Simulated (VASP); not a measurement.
# NbSnSe4 (Imma) in VASP: single point with PBE

Aim: the single point of NbSnSe4 with PBE.

Everything below comes from runs of VASP 6.6.1. Logs are shortened: lines on timing, memory, paths and dates and some standing lists are left out, and cuts for length are marked.

## (1) The cell of the first run

The structure is orthorhombic, space group Imma (No. 74). Conventional cell: a = 7.177 Å, b = 8.035 Å, c = 11.298 Å, α = 90.00°, β = 90.00°, γ = 90.00°. Within 3.4 Å of Nb (site symmetry 2/m) lie 6 Se at 2.59 to 2.63 Å. Sn (site symmetry 2/m) has 6 Se at 2.80 to 2.81 Å within 3.7 Å. Se (site symmetry m) has 1 Nb at 2.59 Å and 2 Sn at 2.81 Å and 1 Se at 3.29 Å within 3.4 Å. Within 3.9 Å of Se (site symmetry m) lie 2 Nb at 2.63 Å and 1 Sn at 2.80 Å and 7 Se at 3.59 to 3.84 Å.

## (2) Single point, PBE

Contents of INCAR:

```
SYSTEM = NbSnSe4
PREC     = Accurate       ! precision mode
ENCUT    = 500            ! plane-wave cutoff, eV
EDIFF    = 1E-6           ! SCF threshold, eV
ISMEAR   = 0              ! smearing method
SIGMA    = 0.1            ! smearing width, eV
LREAL    = .False.        ! projectors in reciprocal space
LASPH    = .True.         ! aspherical terms in the spheres
NELM     = 120            ! most SCF steps
ALGO     = Normal         ! electronic algorithm
ISIF     = 2              ! what is computed and relaxed
LWAVE    = .False.        ! write WAVECAR
LCHARG   = .False.        ! write CHGCAR
GGA      = PE             ! functional
NBANDS   = 63             ! bands
GGA_COMPAT= .False.
```

Contents of KPOINTS:

```
Automatic mesh
0
Gamma
  6 6 6
  0 0 0
```

Contents of POSCAR:

```
NbSnSe4
1.0
   -3.5885616121      4.0173369652      5.6487846835
    3.5885616121     -4.0173369652      5.6487846835
    3.5885616121      4.0173369652     -5.6487846835
Nb Sn Se
2 2 8
Direct
    0.5000000000      0.0000000000      0.0000000000
    0.5000000000      0.5000000000      0.5000000000
    0.5000000000      0.0000000000      0.5000000000
    0.0000000000      0.0000000000      0.0000000000
    0.7290371810      0.2500575245      0.0210203436
    0.2709628190      0.7499424755      0.9789796564
    0.7290371810      0.7080168374      0.4789796564
    0.2709628190      0.2919831626      0.5210203436
    0.7365667232      0.2477507026      0.4888160206
    0.7410653180      0.7522492974      0.9888160206
    0.2589346820      0.2477507026      0.0111839794
    0.2634332768      0.7522492974      0.5111839794
```

Potentials or basis: VASP PAW PBE potentials, release 64 (Nb_sv, Sn_d, Se).

Started as:

```
> cat potpaw_PBE.64/Nb_sv/POTCAR potpaw_PBE.64/Sn_d/POTCAR potpaw_PBE.64/Se/POTCAR > POTCAR
> mpirun -np 1 vasp_std > vasp.out
```

OUTCAR:

```text
SYSTEM = NbSnSe4
   PREC = Accurate
   ENCUT = 500
   EDIFF = 1E-6
   ISMEAR = 0
   LREAL = .False.
   LASPH = .True.
   NELM = 120
   ISIF = 2
   GGA = PE

 ion  position               nearest neighbor table
   1  0.500  0.000  0.000-   5 2.59   6 2.59   9 2.63  10 2.63  11 2.63  12 2.63
   2  0.500  0.500  0.500-   7 2.59   8 2.59   9 2.63  10 2.63  11 2.63  12 2.63
   3  0.500  0.000  0.500-   9 2.80  12 2.80   7 2.81   8 2.81   5 2.81   6 2.81
   4  0.000  0.000  0.000-  10 2.80  11 2.80   5 2.81   6 2.81   8 2.81   7 2.81
   5  0.729  0.250  0.021-   1 2.59   4 2.81   3 2.81
   6  0.271  0.750  0.979-   1 2.59   4 2.81   3 2.81
   7  0.729  0.708  0.479-   2 2.59   4 2.81   3 2.81
   8  0.271  0.292  0.521-   2 2.59   3 2.81   4 2.81
   9  0.737  0.248  0.489-   1 2.63   2 2.63   3 2.80
  10  0.741  0.752  0.989-   1 2.63   2 2.63   4 2.80
  11  0.259  0.248  0.011-   1 2.63   2 2.63   4 2.80
  12  0.263  0.752  0.511-   1 2.63   2 2.63   3 2.80

  LATTYP: Found a body centered orthorhombic cell.
 ALAT       =     7.1771232242
 B/A-ratio  =     1.1194839045
 C/A-ratio  =     1.5741083181

  Lattice vectors:

 A1 = (  -3.5885616121,   4.0173369652,   5.6487846835)
 A2 = (   3.5885616121,  -4.0173369652,   5.6487846835)
 A3 = (   3.5885616121,   4.0173369652,  -5.6487846835)

Analysis of symmetry for initial positions (statically):
=====================================================================
 Subroutine PRICEL returns:
 Original cell was already a primitive cell.

 Routine SETGRP: Setting up the symmetry group for a
 body centered orthorhombic supercell.

 Subroutine GETGRP returns: Found  8 space group operations
 (whereof  4 operations were pure point group operations)
 out of a pool of  8 trial point group operations.

The static configuration has the point symmetry C_2h.
 The point group associated with its full space group is D_2h.

Analysis of symmetry for dynamics (positions and initial velocities):
=====================================================================
 Subroutine PRICEL returns:
 Original cell was already a primitive cell.

 Routine SETGRP: Setting up the symmetry group for a
 body centered orthorhombic supercell.

 Subroutine GETGRP returns: Found  8 space group operations
 (whereof  4 operations were pure point group operations)
 out of a pool of  8 trial point group operations.

The dynamic configuration has the point symmetry C_2h.
 The point group associated with its full space group is D_2h.

 Subroutine INISYM returns: Found  8 space group operations
 (whereof  4 operations are pure point group operations),
 and found     1 'primitive' translations

----------------------------------------------------------------------------------------

                                     Primitive cell

  volume of cell :     325.7419

  direct lattice vectors                    reciprocal lattice vectors
    -3.588561612  4.017336965  5.648784683     0.000000000  0.124460558  0.088514615
     3.588561612 -4.017336965  5.648784683     0.139331591  0.000000000  0.088514615
     3.588561612  4.017336965 -5.648784683     0.139331591  0.124460558  0.000000000

  length of vectors
     7.805481352  7.805481352  7.805481352     0.152726119  0.165070074  0.186825381

  position of ions in fractional coordinates (direct lattice)
     0.500000000  0.000000000  0.000000000
     0.500000000  0.500000000  0.500000000
     0.500000000  0.000000000  0.500000000
     0.000000000  0.000000000  0.000000000
     0.729037181  0.250057525  0.021020344
     0.270962819  0.749942475  0.978979656
     0.729037181  0.708016837  0.478979656
     0.270962819  0.291983163  0.521020344
     0.736566723  0.247750703  0.488816021
     0.741065318  0.752249297  0.988816021
     0.258934682  0.247750703  0.011183979
     0.263433277  0.752249297  0.511183979

  ion indices of the primitive-cell ions
   primitive index   ion index
                 1           1
                 2           2
                 3           3
                 4           4
                 5           5
                 6           6
                 7           7
                 8           8
                 9           9
                10          10
                11          11
                12          12

----------------------------------------------------------------------------------------

 KPOINTS: Automatic mesh

Automatic generation of k-mesh.
 Grid dimensions read from file:
 generate k-points for:    6    6    6

 Generating k-lattice:

  Cartesian coordinates                     Fractional coordinates (reciprocal lattice)
     0.000000000  0.020743426  0.014752436     0.166666667  0.000000000  0.000000000
     0.023221932  0.000000000  0.014752436     0.000000000  0.166666667 -0.000000000
     0.023221932  0.020743426  0.000000000     0.000000000 -0.000000000  0.166666667

  Length of vectors
     0.025454353  0.027511679  0.031137563

  Shift w.r.t. Gamma in fractional coordinates (k-lattice)
     0.000000000  0.000000000  0.000000000

 Subroutine IBZKPT returns following result:
 ===========================================

 Found     46 irreducible k-points:

 Following reciprocal coordinates:
            Coordinates               Weight
  0.000000  0.000000  0.000000      1.000000
  0.166667 -0.000000  0.000000      4.000000
  0.333333 -0.000000  0.000000      4.000000
  0.500000  0.000000  0.000000      2.000000
 -0.000000  0.166667  0.000000      4.000000
  0.166667  0.166667  0.000000      8.000000
[... 16 lines left out ...]
 -0.166667  0.166667  0.166667      2.000000
  0.166667  0.333333  0.166667      4.000000
 [... further k-points ...]
   k-points           NKPTS =     46   k-points in BZ     NKDIM =     46   number of bands    NBANDS=     63
   number of dos      NEDOS =    301   number of ions     NIONS =     12
   total plane-waves  NPLWV = 216000
   dimension x,y,z NGX =    60 NGY =   60 NGZ =   60
   dimension x,y,z NGXF=   120 NGYF=  120 NGZF=  120
   ions per type =               2   2   8
   NGX,Y,Z   is equivalent  to a cutoff of  12.78, 12.78, 12.78 a.u.
   NGXF,Y,Z  is equivalent  to a cutoff of  25.56, 25.56, 25.56 a.u.
 SYSTEM =  NbSnSe4
   PREC   = accura    normal or accurate (medium, high low for compatibility)
   ISTART =      0    job   : 0-new  1-cont  2-samecut
   ICHARG =      2    charge: 1-file 2-atom 10-const
   ISPIN  =      1    spin polarized calculation?
   LNONCOLLINEAR =      F non collinear calculations
   LSORBIT =      F    spin-orbit coupling
   LASPH  =      T    aspherical Exc in radial PAW
   ENCUT  =  500.0 eV  36.75 Ry    6.06 a.u.  14.23 14.23 14.23*2*pi/ulx,y,z
   NELM   =    120;   NELMIN=  2; NELMDL= -5     # of ELM steps
   EDIFF  = 0.1E-05   stopping-criterion for ELM
   LREAL  =      F    real-space projection
[... 7 lines left out ...]
   TEBEG  =    0.0;   TEEND  =   0.0 temperature during run
   PSTRESS=    0.0 pullay stress
   NELECT =     102.0000    total number of electrons
   NUPDOWN=      -1.0000    fix difference up-down
   EMIN   =  10.00;   EMAX   =-10.00  energy-range for DOS
   EFERMI =   0.00;   METHOD = LEGACY
   ISMEAR =     0;   SIGMA  =   0.10  broadening in eV -4-tet -1-fermi 0-gaus
   EFERMI_NEDOS =   21; number of points for ismear=-14 and -15
   IALGO  =     38    algorithm
   IMIX   =      4    mixing-type and parameters
     AMIX     =   0.40;   BMIX     =  1.00
     AMIX_MAG =   1.60;   BMIX_MAG =  1.00
  volume/ion in A,a.u.               =      27.15       183.18
  Fermi-wavevector in a.u.,A,eV,Ry     =   1.111690  2.100789 16.814820  1.235854
  Thomas-Fermi vector in A             =   2.248256
   LORBIT       =      0    0 simple, 1 ext, 2 COOP (PROOUT), +10 PAW based schemes
   GGA     = PE    functional components
   LHFCALC =     F    Hartree Fock is set to
   AEXX    =    0.0000 exact exchange contribution
   IVDW    =     0    specifies the selected vdW correction
   LEPSILON=     F    determine dielectric tensor
   LRPA    =     F    only Hartree local field effects (RPA)
 non-spin polarized calculation
 Gauss-broadening in eV      SIGMA  =   0.10
  energy-cutoff  :      500.00
  volume of cell :      325.74
 maximum number of plane-waves:      8295
 NGX is ok and might be reduce to    60
   NGX = 29   NGY = 29   NGZ = 29

 number of electron     101.9999997 magnetization

 Free energy of the ion-electron system (eV)
  ---------------------------------------------------
  ext. energy  EPLUGINS =         0.00000000
  ---------------------------------------------------
  free energy    TOTEN  =       -62.63587475 eV

  energy without entropy =      -62.59227287  energy(sigma->0) =      -62.61407381

 E-fermi :   3.8246     XC(G=0):  -9.1736

 val. band max:        3.8191910069   @ k =  -0.3333   0.3333   0.1667
 cond. band min:       3.8326729781   @ k =  -0.3333  -0.3333   0.1667
 fundamental gap:      0.0134819713
 Fermi energy:         3.8245530550

 k-point     1 :       0.0000    0.0000    0.0000
  band No.  band energies     occupation
      1     -51.8180      2.00000
      2     -51.8115      2.00000
      3     -27.9452      2.00000
      4     -27.8440      2.00000
      5     -27.8379      2.00000
      6     -27.8370      2.00000
[... 55 lines left out ...]
     62       7.6189      0.00000
     63       8.0440      0.00000

 k-point     2 :       0.1667   -0.0000    0.0000
  band No.  band energies     occupation
      1     -51.8180      2.00000
      2     -51.8115      2.00000
      3     -27.9452      2.00000
      4     -27.8440      2.00000
      5     -27.8379      2.00000
      6     -27.8370      2.00000
[... 55 lines left out ...]
     62       7.5948      0.00000
     63       7.9546      0.00000

 k-point     3 :       0.3333   -0.0000    0.0000
  band No.  band energies     occupation
      1     -51.8180      2.00000
      2     -51.8115      2.00000
      3     -27.9452      2.00000
      4     -27.8440      2.00000
      5     -27.8379      2.00000
      6     -27.8370      2.00000
[... 1375 lines left out ...]
     62       7.6422      0.00000
     63       7.6779      0.00000

 k-point    24 :       0.1667    0.3333    0.1667
  band No.  band energies     occupation
      1     -51.8147      2.00000
      2     -51.8147      2.00000
      3     -27.8868      2.00000
      4     -27.8868      2.00000
      5     -27.8325      2.00000
      6     -27.8325      2.00000
[... 55 lines left out ...]
     62       7.5445      0.00000
     63       7.6205      0.00000

 [... further k-points ...]

------------------------ aborting loop because EDIFF is reached ----------------------------------------

  FORCE on cell =-STRESS in cart. coord.  units (eV):
  Direction    XX          YY          ZZ          XY          YZ          ZX
  --------------------------------------------------------------------------------------
  -------------------------------------------------------------------------------------
  Total       -0.0073554      0.0153737      0.0140735      0.0000000      0.0000000      0.0000000
  in kB       -0.0361780      0.0756162      0.0692212      0.0000000      0.0000000      0.0000000
  external PRESSURE =       0.0362198 kB  Pullay stress =       0.0000000 kB

 VOLUME and BASIS-vectors are now :
 -----------------------------------------------------------------------------
  energy-cutoff  :      500.00
  volume of cell :      325.74
      direct lattice vectors                 reciprocal lattice vectors
    -3.588561612  4.017336965  5.648784683     0.000000000  0.124460558  0.088514615
     3.588561612 -4.017336965  5.648784683     0.139331591  0.000000000  0.088514615
     3.588561612  4.017336965 -5.648784683     0.139331591  0.124460558  0.000000000

 POSITION                                       TOTAL-FORCE (eV/Angst)
 -----------------------------------------------------------------------------------
     -1.79428      2.00867      2.82439        -0.000000     -0.000000      0.000000
      1.79428      2.00867      2.82439        -0.000000      0.000000      0.000000
      0.00000      4.01734      0.00000        -0.000000     -0.000000      0.000000
      0.00000      0.00000      0.00000        -0.000000      0.000000      0.000000
     -1.64342      2.00867      5.41196         0.007464      0.000000     -0.005465
      5.23198      2.00867      0.23683        -0.007464      0.000000      0.005465
      1.64342      2.00867      5.41196        -0.007464      0.000000     -0.005465
      1.94515      2.00867      0.23683         0.007464     -0.000000      0.005465
      0.00000      3.92748      2.79898        -0.000000     -0.001441      0.006465
      3.58856      3.92748      2.84980        -0.000000     -0.001441     -0.006465
      0.00000      0.08986      2.79898         0.000000      0.001441      0.006465
      3.58856      0.08986      2.84980        -0.000000      0.001441     -0.006465
 -----------------------------------------------------------------------------------
    total drift:                               -0.000000     -0.000000      0.000000

  FREE ENERGIE OF THE ION-ELECTRON SYSTEM (eV)
  ---------------------------------------------------
  free  energy   TOTEN  =       -62.6358747505 eV

  energy  without entropy=      -62.5922728670  energy(sigma->0) =      -62.61407381
```

Run time: 40 min. Hardware: 1 thread of Oxide Virtual Turin-like, shared host; peak memory 0.95 GiB.

Results:

- Free energy: -62.6359 eV
- Pressure: 0.0 GPa
- Largest force: 0.009 eV/Å
- Band gap on the k mesh: zero (bands 51 and 52 overlap by 0.65 eV)

Forces on the atoms (eV/Å):
```
Nb   0.000  0.000  0.000
Nb   0.000  0.000  0.000
Sn   0.000  0.000  0.000
Sn   0.000  0.000  0.000
Se   0.007  0.000 -0.005
Se  -0.007  0.000  0.005
Se  -0.007  0.000 -0.005
Se   0.007  0.000  0.005
Se   0.000 -0.001  0.006
Se   0.000 -0.001 -0.006
Se   0.000  0.001  0.006
Se   0.000  0.001 -0.006
```

Caveat: spin-orbit coupling is left out, which moves the levels of the heavy elements.
